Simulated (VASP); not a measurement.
Si, 2 atoms in the cell. Symmetry: Fd-3m, No. 227, cubic system. The conventional cell has a = 5.318 Å, b = 5.318 Å, c = 5.318 Å, α = 90.00°, β = 90.00°, γ = 90.00°. Si (site symmetry -43m) has 4 Si at 2.30 Å within 3.0 Å. 

- Program: VASP 6.6.1
- Task: single point
- Functional: PBEsol
- Potentials or basis: VASP PAW PBE potentials, release 64 (Si)
- Cutoff: 520 eV
- k mesh: 8 × 8 × 8
- Occupations: gaussian, width 0.01 eV
- Spin: no spin polarisation
- Dipole correction: no
- Further INCAR settings: ALGO = Normal; EDIFF = 1e-07; NBANDS = 11

Potentials or basis: VASP PAW PBE potentials, release 64 (Si).

Command:

```sh
$ cat potpaw_PBE.64/Si/POTCAR > POTCAR
$ mpirun -np 1 vasp_std > vasp.out
```

Hardware: 1 thread of Intel Xeon 8259CL (shared host).

**Question.** How long does it take, and how much memory?

**Answer.** It took 11 s on 1 thread of Intel Xeon 8259CL (shared host), peak memory 0.15 GiB. Counts: scf iterations 12, k points 29.
